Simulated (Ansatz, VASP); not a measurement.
**One calculation of Ti, two programs**

```
CELL_PARAMETERS angstrom
-0.85167 1.70335 1.70335
1.70335 -0.85167 1.70335
1.70335 1.70335 -0.85167
ATOMIC_POSITIONS crystal
Ti 0.00000 0.00000 0.00000
```

Alike in both runs: task single point; functional PBEsol; k mesh 28 × 28 × 28; occupations gaussian, width 0.15 eV; no spin polarisation.

|  | VASP | Ansatz |
| --- | --- | --- |
| version | VASP 6.6.1 | Ansatz 0.2.0 |
| potentials or method | VASP PAW PBE potentials, release 64 (Ti_sv), cutoff 520 eV | scalar-relativistic, plane waves, PAW |
| valence electrons in the cell | 12 | 12 |

|  | VASP | Ansatz | Ansatz less VASP |
| --- | --- | --- | --- |
| gap on the k mesh at the Fermi level (eV) | none | none | - |
| pressure (GPa) | 4.2 | 4.3 | +0.12 |

VASP's potentials were made for PBE, not for PBEsol. A gap of «none» marks a metal or a gap that the smearing closes.
